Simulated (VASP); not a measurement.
Wanted: the native input for a VASP 6.6.1 run.

```
Task                   : single point
Functional             : PBE
Potentials or basis    : VASP PAW PBE potentials, release 64 (Mg, Si)
Cutoff                 : 600 eV
k mesh                 : 6 × 6 × 6
Occupations            : gaussian, width 0.05 eV
Spin                   : no spin polarisation
Dipole correction      : no
Further INCAR settings : ALGO = Normal; EDIFF = 1e-06; NBANDS = 11
```

The structure of Mg2Si lies in POSCAR:

```
Mg2Si
1.0
    0.0000000000      3.1973729067      3.1973729067
    3.1973729067      0.0000000000      3.1973729067
    3.1973729067      3.1973729067      0.0000000000
Mg Si
2 1
Direct
    0.2500000000      0.2500000000      0.2500000000
    0.7500000000      0.7500000000      0.7500000000
    0.0000000000      0.0000000000      0.0000000000
```

The input as run:

INCAR

```
SYSTEM = Mg2Si
PREC = Accurate ; ENCUT = 600
EDIFF = 1E-6 ; ISMEAR = 0
SIGMA = 0.05 ; LREAL = .FALSE.
LASPH = .TRUE. ; NELM = 120
ALGO = Normal ; ISIF = 2
LWAVE = .FALSE. ; LCHARG = .TRUE.
GGA = PE ; LELF = .TRUE.
LVHAR = .TRUE. ; NBANDS = 11
GGA_COMPAT = .FALSE.
```

KPOINTS

```
regular mesh
0
G
  6 6 6
  0 0 0
```

Potentials or basis: VASP PAW PBE potentials, release 64 (Mg, Si).

Launch:

```console
$ cat potpaw_PBE.64/Mg/POTCAR potpaw_PBE.64/Si/POTCAR > POTCAR
$ mpirun -np 1 vasp_std > vasp.out
```

It gave:

```json
{
  "Pressure": "-0.9 GPa",
  "Band gap on the k mesh": "0.23 eV, indirect (least direct gap 1.75 eV)"
}
```

Run time: 28 s on 1 thread of Intel(R) Xeon(R) Platinum 8259CL CPU @ 2.50GHz (Skylake/Cascade Lake), with other jobs on the host, peak memory 0.2 GiB.
